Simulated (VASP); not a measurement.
Sr: single point with PBE

Crystal: Sr.

```
CELL_PARAMETERS angstrom
0.00000 3.07247 3.07247
3.07247 0.00000 3.07247
3.07247 3.07247 0.00000
ATOMIC_POSITIONS crystal
Sr 0.00000 0.00000 0.00000
```

```json
{
 "Program": "VASP 6.6.1",
 "Task": "single point",
 "Functional": "PBE",
 "Potentials or basis": "VASP PAW PBE potentials, release 64 (Sr_sv)",
 "Cutoff": "520 eV",
 "k mesh": "10 × 10 × 10",
 "Occupations": "fermi-dirac, width 0.08 eV",
 "Spin": "no spin polarisation"
}
```

The pressure is -0.6 GPa. The band gap on the k mesh is zero (bands 5 and 6 overlap by 0.06 eV).

Levels at points of the mesh, in eV from the Fermi level:
```csv
k point,band 2,band 3,band 4,band 5,band 6,band 7,band 8,band 9
"(0.00, 0.00, 0.00)",-18.61,-18.61,-18.61,-3.55,2.29,2.29,2.29,3.68
"(0.50, 0.00, 0.00)",-18.77,-18.63,-18.63,-1.08,0.02,2.15,2.15,4.65
"(0.50, 0.50, 0.00)",-18.76,-18.67,-18.67,-0.58,0.40,0.95,4.66,4.94
```

Run time: 38 s on 1 thread of Intel Xeon 8259CL, with other jobs on the host, peak memory 0.18 GiB.
